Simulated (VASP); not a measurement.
# BaTe in VASP: a series of runs

The runs below take BaTe through electric field gradients, with PBEsol.

Program: VASP 6.6.1. These are calculated values, not measurements. Logs are shortened: lines on timing, memory, paths and dates and some standing lists are left out, and cuts for length are marked.

## Step 1: The cell of the first run

It takes space group I4/mmm (No. 139, tetragonal). The conventional cell has a = 4.822 Å, b = 4.822 Å, c = 6.684 Å, α = 90.00°, β = 90.00°, γ = 90.00°. Ba (site symmetry 4/mmm) has 6 Te at 3.34 to 3.41 Å within 4.4 Å. Te (site symmetry 4/mmm) has 6 Ba at 3.34 to 3.41 Å within 4.4 Å.

## Step 2: Electric field gradients, PBEsol (zz strain of -2 %)

Contents of INCAR:

```
PREC = Accurate ; ENCUT = 520
EDIFF = 1E-8 ; ISMEAR = -1
SIGMA = 0.05 ; LREAL = F
LASPH = T ; NELM = 100
ALGO = Normal ; ISIF = 2
LWAVE = F ; LCHARG = F
GGA = PS ; LEFG = T
NBANDS = 15
```

Contents of KPOINTS:

```
regular mesh
0
Gamma
  10 10 10
```

Contents of POSCAR:

```
BaTe
1.0
    0.0000000000      3.4100000000      3.3418000000
    3.4100000000      0.0000000000      3.3418000000
    3.4100000000      3.4100000000      0.0000000000
Ba Te
1 1
Direct
    0.0000000000      0.0000000000      0.0000000000
    0.5000000000      0.5000000000      0.5000000000
```

Potentials or basis: VASP PAW PBE potentials, release 64 (Ba_sv, Te).

Run with:

```bash
> cat potpaw_PBE.64/Ba_sv/POTCAR potpaw_PBE.64/Te/POTCAR > POTCAR
> mpirun -np 1 vasp_std > vasp.out
```

OUTCAR:

```text
PREC = Accurate
   ENCUT = 520
   EDIFF = 1E-8
   ISMEAR = -1
   LREAL = F
   LASPH = T
   NELM = 100
   ISIF = 2
   GGA = PS

 ion  position               nearest neighbor table
   1  0.000  0.000  0.000-   2 3.34   2 3.34   2 3.41   2 3.41   2 3.41   2 3.41
   2  0.500  0.500  0.500-   1 3.34   1 3.34   1 3.41   1 3.41   1 3.41   1 3.41

  LATTYP: Found a body centered tetragonal cell.
 ALAT       =     4.8224682477
 C/A-ratio  =     1.3859292911

  Lattice vectors:

 A1 = (   0.0000000000,  -3.4100000000,  -3.3418000000)
 A2 = (   0.0000000000,   3.4100000000,  -3.3418000000)
 A3 = (   3.4100000000,   0.0000000000,   3.3418000000)

Analysis of symmetry for initial positions (statically):
=====================================================================
 Subroutine PRICEL returns:
 Original cell was already a primitive cell.

 Routine SETGRP: Setting up the symmetry group for a
 body centered tetragonal supercell.

 Subroutine GETGRP returns: Found 16 space group operations
 (whereof 16 operations were pure point group operations)
 out of a pool of 16 trial point group operations.

The static configuration has the point symmetry D_4h.

Analysis of symmetry for dynamics (positions and initial velocities):
=====================================================================
 Subroutine PRICEL returns:
 Original cell was already a primitive cell.

 Routine SETGRP: Setting up the symmetry group for a
 body centered tetragonal supercell.

 Subroutine GETGRP returns: Found 16 space group operations
 (whereof 16 operations were pure point group operations)
 out of a pool of 16 trial point group operations.

The dynamic configuration has the point symmetry D_4h.

 Subroutine INISYM returns: Found 16 space group operations
 (whereof 16 operations are pure point group operations),
 and found     1 'primitive' translations

----------------------------------------------------------------------------------------

                                     Primitive cell

  volume of cell :      77.7176

  direct lattice vectors                    reciprocal lattice vectors
     0.000000000  3.410000000  3.341800000    -0.146627566  0.146627566  0.149619965
     3.410000000  0.000000000  3.341800000     0.146627566 -0.146627566  0.149619965
     3.410000000  3.410000000  0.000000000     0.146627566  0.146627566 -0.149619965

  length of vectors
     4.774487118  4.774487118  4.822468248     0.255705730  0.255705730  0.255705730

  position of ions in fractional coordinates (direct lattice)
     0.000000000  0.000000000  0.000000000
     0.500000000  0.500000000  0.500000000

  ion indices of the primitive-cell ions
   primitive index   ion index
                 1           1
                 2           2

----------------------------------------------------------------------------------------

 KPOINTS: regular mesh

Automatic generation of k-mesh.
 Grid dimensions read from file:
 generate k-points for:   10   10   10

 Generating k-lattice:

  Cartesian coordinates                     Fractional coordinates (reciprocal lattice)
    -0.014662757  0.014662757  0.014961997     0.100000000  0.000000000  0.000000000
     0.014662757 -0.014662757  0.014961997     0.000000000  0.100000000  0.000000000
     0.014662757  0.014662757 -0.014961997    -0.000000000 -0.000000000  0.100000000

  Length of vectors
     0.025570573  0.025570573  0.025570573

  Shift w.r.t. Gamma in fractional coordinates (k-lattice)
     0.000000000  0.000000000  0.000000000

 Subroutine IBZKPT returns following result:
 ===========================================

 Found    102 irreducible k-points:

 Following reciprocal coordinates:
            Coordinates               Weight
  0.000000  0.000000  0.000000      1.000000
  0.100000 -0.000000  0.000000      8.000000
  0.200000 -0.000000  0.000000      8.000000
  0.300000  0.000000  0.000000      8.000000
  0.400000 -0.000000  0.000000      8.000000
  0.500000  0.000000  0.000000      4.000000
[... 16 lines left out ...]
  0.300000  0.300000  0.000000      2.000000
  0.400000  0.300000  0.000000      8.000000
 [... further k-points ...]
   k-points           NKPTS =    102   k-points in BZ     NKDIM =    102   number of bands    NBANDS=     15
   number of dos      NEDOS =    301   number of ions     NIONS =      2
   total plane-waves  NPLWV =  46656
   dimension x,y,z NGX =    36 NGY =   36 NGZ =   36
   dimension x,y,z NGXF=    72 NGYF=   72 NGZF=   72
   ions per type =               1   1
   NGX,Y,Z   is equivalent  to a cutoff of  12.54, 12.54, 12.41 a.u.
   NGXF,Y,Z  is equivalent  to a cutoff of  25.07, 25.07, 24.82 a.u.
 SYSTEM =  unknown system
   PREC   = accura    normal or accurate (medium, high low for compatibility)
   ISTART =      0    job   : 0-new  1-cont  2-samecut
   ICHARG =      2    charge: 1-file 2-atom 10-const
   ISPIN  =      1    spin polarized calculation?
   LNONCOLLINEAR =      F non collinear calculations
   LSORBIT =      F    spin-orbit coupling
   LASPH  =      T    aspherical Exc in radial PAW
   ENCUT  =  520.0 eV  38.22 Ry    6.18 a.u.   8.88  8.88  8.97*2*pi/ulx,y,z
   NELM   =    100;   NELMIN=  2; NELMDL= -5     # of ELM steps
   EDIFF  = 0.1E-07   stopping-criterion for ELM
   LREAL  =      F    real-space projection
   EDIFFG = 0.1E-06   stopping-criterion for IOM
   NSW    =      0    number of steps for IOM
   IBRION =     -1    ionic relax: 0-MD 1-quasi-New 2-CG
   NFREE  =      0    steps in history (QN), initial steepest desc. (CG)
   ISIF   =      2    stress and relaxation
   ISYM   =      2    0-nonsym 1-usesym 2-fastsym
   POTIM  = 0.5000    time-step for ionic-motion
   TEBEG  =    0.0;   TEEND  =   0.0 temperature during run
   PSTRESS=    0.0 pullay stress
   NELECT =      16.0000    total number of electrons
   NUPDOWN=      -1.0000    fix difference up-down
   EMIN   =  10.00;   EMAX   =-10.00  energy-range for DOS
   EFERMI =   0.00;   METHOD = LEGACY
   ISMEAR =    -1;   SIGMA  =   0.05  broadening in eV -4-tet -1-fermi 0-gaus
   EFERMI_NEDOS =   21; number of points for ismear=-14 and -15
   IALGO  =     38    algorithm
   IMIX   =      4    mixing-type and parameters
     AMIX     =   0.40;   BMIX     =  1.00
     AMIX_MAG =   1.60;   BMIX_MAG =  1.00
  volume/ion in A,a.u.               =      38.86       262.23
  Fermi-wavevector in a.u.,A,eV,Ry     =   0.966663  1.826728 12.713792  0.934437
  Thomas-Fermi vector in A             =   2.096483
   LORBIT       =      0    0 simple, 1 ext, 2 COOP (PROOUT), +10 PAW based schemes
   GGA     = PS    functional components
   LHFCALC =     F    Hartree Fock is set to
   AEXX    =    0.0000 exact exchange contribution
   IVDW    =     0    specifies the selected vdW correction
   LEPSILON=     F    determine dielectric tensor
   LRPA    =     F    only Hartree local field effects (RPA)
 non-spin polarized calculation
  energy-cutoff  :      520.00
  volume of cell :       77.72
 maximum number of plane-waves:      2118
   NGX = 17   NGY = 17   NGZ = 17

 number of electron      16.0000000 magnetization

 Free energy of the ion-electron system (eV)
  ---------------------------------------------------
  ext. energy  EPLUGINS =         0.00000000
  ---------------------------------------------------
  free energy    TOTEN  =        -9.12020733 eV

  energy without entropy =       -9.12020722  energy(sigma->0) =       -9.12020727

 E-fermi :   3.4172     XC(G=0):  -8.8115

 val. band max:        2.8674720784   @ k =   0.0000   0.0000   0.0000
 cond. band min:       3.9905945228   @ k =   0.5000   0.5000   0.0000
 fundamental gap:      1.1231224444
 Fermi energy:         3.4171879476

 k-point     1 :       0.0000    0.0000    0.0000
  band No.  band energies     occupation
      1     -23.9366      2.00000
      2      -9.1134      2.00000
      3      -9.0974      2.00000
      4      -9.0974      2.00000
      5      -7.0051      2.00000
      6       2.7854      1.99999
      7       2.7854      1.99999
      8       2.8675      1.99997
      9       5.5423      0.00000
     10       5.5423      0.00000
     11       5.6828      0.00000
     12       5.9129      0.00000
     13       6.2954      0.00000
     14       6.4531      0.00000
     15       9.6363      0.00000

 k-point     2 :       0.1000   -0.0000    0.0000
  band No.  band energies     occupation
      1     -23.9344      2.00000
      2      -9.1928      2.00000
      3      -9.1074      2.00000
      4      -9.0996      2.00000
      5      -6.8826      2.00000
      6       2.3962      2.00000
      7       2.5873      2.00000
      8       2.6376      2.00000
      9       5.6097      0.00000
     10       5.6933      0.00000
     11       5.7922      0.00000
     12       6.3790      0.00000
     13       6.6365      0.00000
     14       6.8273      0.00000
     15      10.0071      0.00000

 k-point     3 :       0.2000   -0.0000    0.0000
  band No.  band energies     occupation
      1     -23.9285      2.00000
      2      -9.3912      2.00000
      3      -9.1097      2.00000
      4      -9.1052      2.00000
      5      -6.5911      2.00000
      6       1.6212      2.00000
      7       2.1793      2.00000
      8       2.2084      2.00000
      9       5.7196      0.00000
     10       6.0934      0.00000
     11       6.1556      0.00000
     12       7.3912      0.00000
     13       7.5081      0.00000
     14       7.7670      0.00000
     15      10.9432      0.00000
[... 343 lines left out ...]
 k-point    23 :       0.3000    0.3000    0.0000
  band No.  band energies     occupation
      1     -23.9153      2.00000
      2      -9.4724      2.00000
      3      -9.1866      2.00000
      4      -9.1866      2.00000
      5      -6.4889      2.00000
      6       1.0274      2.00000
      7       2.3814      2.00000
      8       2.3814      2.00000
      9       4.4131      0.00000
     10       6.9455      0.00000
     11       6.9949      0.00000
     12       8.0826      0.00000
     13       8.0826      0.00000
     14      10.7976      0.00000
     15      11.8047      0.00000

 k-point    24 :       0.4000    0.3000    0.0000
  band No.  band energies     occupation
      1     -23.9105      2.00000
      2      -9.4994      2.00000
      3      -9.2109      2.00000
      4      -9.1996      2.00000
      5      -6.5043      2.00000
      6       1.1535      2.00000
      7       2.1602      2.00000
      8       2.2628      2.00000
      9       4.4663      0.00000
     10       7.3516      0.00000
     11       7.5340      0.00000
     12       8.4674      0.00000
     13       8.4971      0.00000
     14       9.8760      0.00000
     15      11.3174      0.00000

 [... further k-points ...]

------------------------ aborting loop because EDIFF is reached ----------------------------------------

  FORCE on cell =-STRESS in cart. coord.  units (eV):
  Direction    XX          YY          ZZ          XY          YZ          ZX
  --------------------------------------------------------------------------------------
  -------------------------------------------------------------------------------------
  Total        1.2502506      1.2502506      2.3033037      0.0000000      0.0000000     -0.0000000
  in kB       25.7743929     25.7743929     47.4834839      0.0000000      0.0000000     -0.0000000
  external PRESSURE =      33.0107566 kB  Pullay stress =       0.0000000 kB

 VOLUME and BASIS-vectors are now :
 -----------------------------------------------------------------------------
  energy-cutoff  :      520.00
  volume of cell :       77.72
      direct lattice vectors                 reciprocal lattice vectors
     0.000000000  3.410000000  3.341800000    -0.146627566  0.146627566  0.149619965
     3.410000000  0.000000000  3.341800000     0.146627566 -0.146627566  0.149619965
     3.410000000  3.410000000  0.000000000     0.146627566  0.146627566 -0.149619965

 POSITION                                       TOTAL-FORCE (eV/Angst)
 -----------------------------------------------------------------------------------
      0.00000      0.00000      0.00000        -0.000000      0.000000      0.000000
      3.41000      3.41000      3.34180         0.000000     -0.000000      0.000000
 -----------------------------------------------------------------------------------
    total drift:                                0.000000      0.000000      0.000000

  FREE ENERGIE OF THE ION-ELECTRON SYSTEM (eV)
  ---------------------------------------------------
  free  energy   TOTEN  =        -9.1202073251 eV

  energy  without entropy=       -9.1202072247  energy(sigma->0) =       -9.12020727

 Electric field gradients (V/A^2)
---------------------------------------------------------------------
 ion       V_xx      V_yy      V_zz      V_xy      V_xz      V_yz
---------------------------------------------------------------------
   1      12.753    12.753   -25.507    -0.000    -0.000    -0.000
   2      13.215    13.215   -26.430     0.000     0.000     0.000
---------------------------------------------------------------------

 Electric field gradients after diagonalization (V/A^2)
 (convention: |V_zz| > |V_xx| > |V_yy|)
----------------------------------------------------------------------
 ion       V_xx      V_yy      V_zz     asymmetry (V_yy - V_xx)/ V_zz
----------------------------------------------------------------------
   1      12.754    12.753   -25.507       0.000
   2      13.215    13.215   -26.430       0.000
----------------------------------------------------------------------

           NMR quadrupolar parameters

 Cq : quadrupolar parameter    Cq=e*Q*V_zz/h
 eta: asymmetry parameters     (V_yy - V_xx)/ V_zz
 Q  : nuclear electric quadrupole moment in mb (millibarn)
----------------------------------------------------------------------
 ion       Cq(MHz)       eta       Q (mb)
----------------------------------------------------------------------
   1      -0.062       0.000       1.000
   2      -0.064       0.000       1.000
----------------------------------------------------------------------
```

Wall time 99 s (1 thread of AMD EPYC 7R13 (Zen 3), shared host); peak memory 0.26 GiB.

Results:

* Free energy: -9.1202 eV
* Pressure: 3.3 GPa
* Band gap on the k mesh: 1.12 eV (least direct gap 1.51 eV)
* Largest electric field gradient by atom: Ba -25.5; Te -26.4 V/Å²

Electric field gradients, principal values (V/Å²):
```csv
atom,least,middle,greatest (by size)
1 Ba,12.753,12.754,-25.507
2 Te,13.215,13.215,-26.430
```

Caveat: the cell differs from its parent crystal (zz strain of -2 %); the cell stands under pressure; without QUAD_EFG the Cq values of the log hold for a quadrupole moment of 1 mb, not for the nuclei; the PAW data sets were made with another functional, which shifts forces and pressure a little; spin-orbit coupling is left out, which moves the levels of the heavy elements. A k mesh can miss the band edges.

[end of part 1 of 3]
